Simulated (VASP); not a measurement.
# HgTe (F-43m) in VASP: further runs

Runs on HgTe. Level: PBEsol. Tasks: electric field gradients, density of states.

All numbers are computed with VASP 6.6.1; they aren't measurements. Logs are shortened: lines on timing, memory, paths and dates and some standing lists are left out, and cuts for length are marked.

### 1 The cell of the first run

Symmetry: F-43m, No. 216, cubic system. The conventional cell has a = 6.532 Å, b = 6.532 Å, c = 6.532 Å, α = 90.00°, β = 90.00°, γ = 90.00°. Within 3.7 Å of Hg (site symmetry -43m) lie 4 Te at 2.83 Å. Within 3.7 Å of Te (site symmetry -43m) lie 4 Hg at 2.83 Å.

### 2 Electric field gradients, PBEsol (volume scaled by 1.04)

Contents of INCAR:

```
SYSTEM = HgTe
PREC = Accurate
ENCUT = 520
EDIFF = 1E-8
ISMEAR = -1
SIGMA = 0.05
LREAL = .False.
LASPH = .True.
NELM = 100
ALGO = Normal
ISIF = 2
LWAVE = .False.
LCHARG = .False.
GGA = PS
LEFG = .True.
NBANDS = 16
```

Contents of KPOINTS:

```
regular mesh
0
Gamma
  9 9 9
  0 0 0
```

Contents of POSCAR:

```
HgTe
1.0
    0.0000000000      3.2659193382      3.2659193382
    3.2659193382      0.0000000000      3.2659193382
    3.2659193382      3.2659193382      0.0000000000
Hg Te
1 1
Direct
    0.0000000000      0.0000000000      0.0000000000
    0.7500000000      0.7500000000      0.7500000000
```

Potentials or basis: VASP PAW PBE potentials, release 64 (Hg, Te).

Run with:

```sh
cat potpaw_PBE.64/Hg/POTCAR potpaw_PBE.64/Te/POTCAR > POTCAR
mpirun -np 1 vasp_std > vasp.out
```

OUTCAR:

```text
SYSTEM = HgTe
   PREC = Accurate
   ENCUT = 520
   EDIFF = 1E-8
   ISMEAR = -1
   LREAL = .False.
   LASPH = .True.
   NELM = 100
   ISIF = 2
   GGA = PS

 ion  position               nearest neighbor table
   1  0.000  0.000  0.000-   2 2.83   2 2.83   2 2.83   2 2.83
   2  0.750  0.750  0.750-   1 2.83   1 2.83   1 2.83   1 2.83

  LATTYP: Found a face centered cubic cell.
 ALAT       =     6.5318386764

  Lattice vectors:

 A1 = (   0.0000000000,   3.2659193382,   3.2659193382)
 A2 = (   3.2659193382,   0.0000000000,   3.2659193382)
 A3 = (   3.2659193382,   3.2659193382,   0.0000000000)

Analysis of symmetry for initial positions (statically):
=====================================================================
 Subroutine PRICEL returns:
 Original cell was already a primitive cell.

 Routine SETGRP: Setting up the symmetry group for a
 face centered cubic supercell.

 Subroutine GETGRP returns: Found 24 space group operations
 (whereof 24 operations were pure point group operations)
 out of a pool of 48 trial point group operations.

The static configuration has the point symmetry T_d .

Analysis of symmetry for dynamics (positions and initial velocities):
=====================================================================
 Subroutine PRICEL returns:
 Original cell was already a primitive cell.

 Routine SETGRP: Setting up the symmetry group for a
 face centered cubic supercell.

 Subroutine GETGRP returns: Found 24 space group operations
 (whereof 24 operations were pure point group operations)
 out of a pool of 48 trial point group operations.

The dynamic configuration has the point symmetry T_d .

 Subroutine INISYM returns: Found 24 space group operations
 (whereof 24 operations are pure point group operations),
 and found     1 'primitive' translations

----------------------------------------------------------------------------------------

                                     Primitive cell

  volume of cell :      69.6701

  direct lattice vectors                    reciprocal lattice vectors
     0.000000000  3.265919338  3.265919338    -0.153096249  0.153096249  0.153096249
     3.265919338  0.000000000  3.265919338     0.153096249 -0.153096249  0.153096249
     3.265919338  3.265919338  0.000000000     0.153096249  0.153096249 -0.153096249

  length of vectors
     4.618707422  4.618707422  4.618707422     0.265170482  0.265170482  0.265170482

  position of ions in fractional coordinates (direct lattice)
     0.000000000  0.000000000  0.000000000
     0.750000000  0.750000000  0.750000000

  ion indices of the primitive-cell ions
   primitive index   ion index
                 1           1
                 2           2

----------------------------------------------------------------------------------------

 KPOINTS: regular mesh

Automatic generation of k-mesh.
 Grid dimensions read from file:
 generate k-points for:    9    9    9

 Generating k-lattice:

  Cartesian coordinates                     Fractional coordinates (reciprocal lattice)
    -0.017010694  0.017010694  0.017010694     0.111111111  0.000000000  0.000000000
     0.017010694 -0.017010694  0.017010694     0.000000000  0.111111111  0.000000000
     0.017010694  0.017010694 -0.017010694     0.000000000  0.000000000  0.111111111

  Length of vectors
     0.029463387  0.029463387  0.029463387

  Shift w.r.t. Gamma in fractional coordinates (k-lattice)
     0.000000000  0.000000000  0.000000000

 Subroutine IBZKPT returns following result:
 ===========================================

 Found     35 irreducible k-points:

 Following reciprocal coordinates:
            Coordinates               Weight
  0.000000  0.000000  0.000000      1.000000
  0.111111  0.000000  0.000000      8.000000
  0.222222  0.000000  0.000000      8.000000
  0.333333  0.000000  0.000000      8.000000
  0.444444  0.000000  0.000000      8.000000
  0.111111  0.111111  0.000000      6.000000
[... 16 lines left out ...]
 -0.333333  0.333333  0.000000     12.000000
  0.444444  0.444444  0.000000      6.000000
 [... further k-points ...]
   k-points           NKPTS =     35   k-points in BZ     NKDIM =     35   number of bands    NBANDS=     16
   number of dos      NEDOS =    301   number of ions     NIONS =      2
   total plane-waves  NPLWV =  46656
   dimension x,y,z NGX =    36 NGY =   36 NGZ =   36
   dimension x,y,z NGXF=    72 NGYF=   72 NGZF=   72
   ions per type =               1   1
   NGX,Y,Z   is equivalent  to a cutoff of  12.96, 12.96, 12.96 a.u.
   NGXF,Y,Z  is equivalent  to a cutoff of  25.92, 25.92, 25.92 a.u.
 SYSTEM =  HgTe
   PREC   = accura    normal or accurate (medium, high low for compatibility)
   ISTART =      0    job   : 0-new  1-cont  2-samecut
   ICHARG =      2    charge: 1-file 2-atom 10-const
   ISPIN  =      1    spin polarized calculation?
   LNONCOLLINEAR =      F non collinear calculations
   LSORBIT =      F    spin-orbit coupling
   LASPH  =      T    aspherical Exc in radial PAW
   ENCUT  =  520.0 eV  38.22 Ry    6.18 a.u.   8.59  8.59  8.59*2*pi/ulx,y,z
   NELM   =    100;   NELMIN=  2; NELMDL= -5     # of ELM steps
   EDIFF  = 0.1E-07   stopping-criterion for ELM
   LREAL  =      F    real-space projection
   EDIFFG = 0.1E-06   stopping-criterion for IOM
   NSW    =      0    number of steps for IOM
   IBRION =     -1    ionic relax: 0-MD 1-quasi-New 2-CG
   NFREE  =      0    steps in history (QN), initial steepest desc. (CG)
   ISIF   =      2    stress and relaxation
   ISYM   =      2    0-nonsym 1-usesym 2-fastsym
   POTIM  = 0.5000    time-step for ionic-motion
   TEBEG  =    0.0;   TEEND  =   0.0 temperature during run
   PSTRESS=    0.0 pullay stress
   NELECT =      18.0000    total number of electrons
   NUPDOWN=      -1.0000    fix difference up-down
   EMIN   =  10.00;   EMAX   =-10.00  energy-range for DOS
   EFERMI =   0.00;   METHOD = LEGACY
   ISMEAR =    -1;   SIGMA  =   0.05  broadening in eV -4-tet -1-fermi 0-gaus
   EFERMI_NEDOS =   21; number of points for ismear=-14 and -15
   IALGO  =     38    algorithm
   IMIX   =      4    mixing-type and parameters
     AMIX     =   0.40;   BMIX     =  1.00
     AMIX_MAG =   1.60;   BMIX_MAG =  1.00
  volume/ion in A,a.u.               =      34.84       235.08
  Fermi-wavevector in a.u.,A,eV,Ry     =   1.042678  1.970376 14.791947  1.087177
  Thomas-Fermi vector in A             =   2.177354
   LORBIT       =      0    0 simple, 1 ext, 2 COOP (PROOUT), +10 PAW based schemes
   GGA     = PS    functional components
   LHFCALC =     F    Hartree Fock is set to
   AEXX    =    0.0000 exact exchange contribution
   IVDW    =     0    specifies the selected vdW correction
   LEPSILON=     F    determine dielectric tensor
   LRPA    =     F    only Hartree local field effects (RPA)
 non-spin polarized calculation
  energy-cutoff  :      520.00
  volume of cell :       69.67
 maximum number of plane-waves:      1893
   NGX = 17   NGY = 17   NGZ = 17

 number of electron      18.0000002 magnetization

 Free energy of the ion-electron system (eV)
  ---------------------------------------------------
  ext. energy  EPLUGINS =         0.00000000
  ---------------------------------------------------
  free energy    TOTEN  =        -4.37603758 eV

  energy without entropy =       -4.37555507  energy(sigma->0) =       -4.37579633

 E-fermi :   2.6933     XC(G=0):  -8.7945

 val. band max:        2.6267717449   @ k =   0.0000   0.0000   0.0000
 cond. band min:       3.1538739186   @ k =   0.1111   0.0000   0.0000
 fundamental gap:      0.5271021737
 Fermi energy:         2.6933175566

 k-point     1 :       0.0000    0.0000    0.0000
  band No.  band energies     occupation
      1      -9.1758      2.00000
      2      -4.5397      2.00000
      3      -4.5397      2.00000
      4      -4.5397      2.00000
      5      -4.0414      2.00000
      6      -4.0414      2.00000
[... 8 lines left out ...]
     15      12.1183      0.00000
     16      12.1183      0.00000

 k-point     2 :       0.1111    0.0000    0.0000
  band No.  band energies     occupation
      1      -9.1177      2.00000
      2      -4.5235      2.00000
      3      -4.5235      2.00000
      4      -4.5182      2.00000
      5      -4.0430      2.00000
      6      -4.0430      2.00000
[... 8 lines left out ...]
     15      11.3828      0.00000
     16      11.3828      0.00000

 k-point     3 :       0.2222    0.0000    0.0000
  band No.  band energies     occupation
      1      -8.9651      2.00000
      2      -4.4850      2.00000
      3      -4.4850      2.00000
      4      -4.4280      2.00000
      5      -4.0435      2.00000
      6      -4.0435      2.00000
[... 8 lines left out ...]
     15      11.0457      0.00000
     16      11.0457      0.00000

 k-point     4 :       0.3333    0.0000    0.0000
  band No.  band energies     occupation
      1      -8.7808      2.00000
      2      -4.4468      2.00000
      3      -4.4468      2.00000
      4      -4.2088      2.00000
      5      -4.0355      2.00000
      6      -4.0355      2.00000
[... 8 lines left out ...]
     15      11.4318      0.00000
     16      11.4318      0.00000

 k-point     5 :       0.4444    0.0000    0.0000
  band No.  band energies     occupation
      1      -8.6541      2.00000
      2      -4.4264      2.00000
      3      -4.4264      2.00000
      4      -4.0240      2.00000
      5      -4.0240      2.00000
      6      -3.8566      2.00000
[... 8 lines left out ...]
     15      12.3288      0.00000
     16      12.3288      0.00000

 k-point     6 :       0.1111    0.1111    0.0000
  band No.  band energies     occupation
      1      -9.0983      2.00000
      2      -4.5309      2.00000
      3      -4.5083      2.00000
      4      -4.5083      2.00000
      5      -4.0529      2.00000
      6      -4.0345      2.00000
[... 8 lines left out ...]
     15      10.5549      0.00000
     16      12.1826      0.00000
[... 267 lines left out ...]
 k-point    21 :       0.4444    0.3333    0.0000
  band No.  band energies     occupation
      1      -8.5359      2.00000
      2      -4.3725      2.00000
      3      -4.2756      2.00000
      4      -4.2466      2.00000
      5      -3.9945      2.00000
      6      -3.8494      2.00000
[... 8 lines left out ...]
     15      12.9699      0.00000
     16      14.0224      0.00000

 k-point    22 :      -0.4444    0.3333    0.0000
  band No.  band energies     occupation
      1      -8.4771      2.00000
      2      -4.3611      2.00000
      3      -4.2747      2.00000
      4      -4.1676      2.00000
      5      -4.0092      2.00000
      6      -3.6136      2.00000
[... 8 lines left out ...]
     15      12.5374      0.00000
     16      14.0732      0.00000

 k-point    23 :      -0.3333    0.3333    0.0000
  band No.  band energies     occupation
      1      -8.4970      2.00000
      2      -4.3690      2.00000
      3      -4.3106      2.00000
      4      -4.0973      2.00000
      5      -4.0335      2.00000
      6      -3.6314      2.00000
[... 8 lines left out ...]
     15      11.5971      0.00000
     16      14.2473      0.00000

 k-point    24 :       0.4444    0.4444    0.0000
  band No.  band energies     occupation
      1      -8.4719      2.00000
      2      -4.3669      2.00000
      3      -4.2325      2.00000
      4      -4.2325      2.00000
      5      -3.9845      2.00000
      6      -3.7216      2.00000
[... 8 lines left out ...]
     15      12.8591      0.00000
     16      14.2612      0.00000

 [... further k-points ...]
[... 5 lines left out ...]
  --------------------------------------------------------------------------------------
  -------------------------------------------------------------------------------------
  Total       -0.1355032     -0.1355032     -0.1355032     -0.0000000      0.0000000     -0.0000000
  in kB       -3.1161172     -3.1161172     -3.1161172     -0.0000000      0.0000000     -0.0000000
  external PRESSURE =      -3.1161172 kB  Pullay stress =       0.0000000 kB

 VOLUME and BASIS-vectors are now :
 -----------------------------------------------------------------------------
  energy-cutoff  :      520.00
  volume of cell :       69.67
      direct lattice vectors                 reciprocal lattice vectors
     0.000000000  3.265919338  3.265919338    -0.153096249  0.153096249  0.153096249
     3.265919338  0.000000000  3.265919338     0.153096249 -0.153096249  0.153096249
     3.265919338  3.265919338  0.000000000     0.153096249  0.153096249 -0.153096249

 POSITION                                       TOTAL-FORCE (eV/Angst)
 -----------------------------------------------------------------------------------
      0.00000      0.00000      0.00000        -0.000000      0.000000     -0.000000
      4.89888      4.89888      4.89888         0.000000     -0.000000      0.000000
 -----------------------------------------------------------------------------------
    total drift:                                0.000000      0.000000      0.000000

  FREE ENERGIE OF THE ION-ELECTRON SYSTEM (eV)
  ---------------------------------------------------
  free  energy   TOTEN  =        -4.3760375819 eV

  energy  without entropy=       -4.3755550694  energy(sigma->0) =       -4.37579633

 Electric field gradients (V/A^2)
---------------------------------------------------------------------
 ion       V_xx      V_yy      V_zz      V_xy      V_xz      V_yz
---------------------------------------------------------------------
   1      -0.000     0.000    -0.000     0.000     0.000     0.000
   2      -0.000     0.000    -0.000    -0.000    -0.000    -0.000
---------------------------------------------------------------------

 Electric field gradients after diagonalization (V/A^2)
 (convention: |V_zz| > |V_xx| > |V_yy|)
----------------------------------------------------------------------
 ion       V_xx      V_yy      V_zz     asymmetry (V_yy - V_xx)/ V_zz
----------------------------------------------------------------------
   1      -0.000    -0.000     0.000       0.000
   2       0.000     0.000    -0.000       0.000
----------------------------------------------------------------------

           NMR quadrupolar parameters

 Cq : quadrupolar parameter    Cq=e*Q*V_zz/h
 eta: asymmetry parameters     (V_yy - V_xx)/ V_zz
 Q  : nuclear electric quadrupole moment in mb (millibarn)
----------------------------------------------------------------------
 ion       Cq(MHz)       eta       Q (mb)
----------------------------------------------------------------------
   1       0.000       0.000       1.000
   2      -0.000       0.000       1.000
----------------------------------------------------------------------
```

Run time: 41 s. Hardware: 1 thread of Intel Xeon Platinum 8375C at 2.90GHz (Ice Lake), shared host; peak memory 0.22 GiB.

Results:

```yaml
Free_energy: -4.3760 eV
Pressure: -0.3 GPa
Band_gap_on_the_k_mesh: zero (filled and empty bands touch)
```

Caveat: without QUAD_EFG the Cq values of the log hold for a quadrupole moment of 1 mb, not for the nuclei; the PAW data sets were made with another functional, which shifts forces and pressure a little; spin-orbit coupling is left out, which moves the levels of the heavy elements.

(Continued in part 2 of 3.)
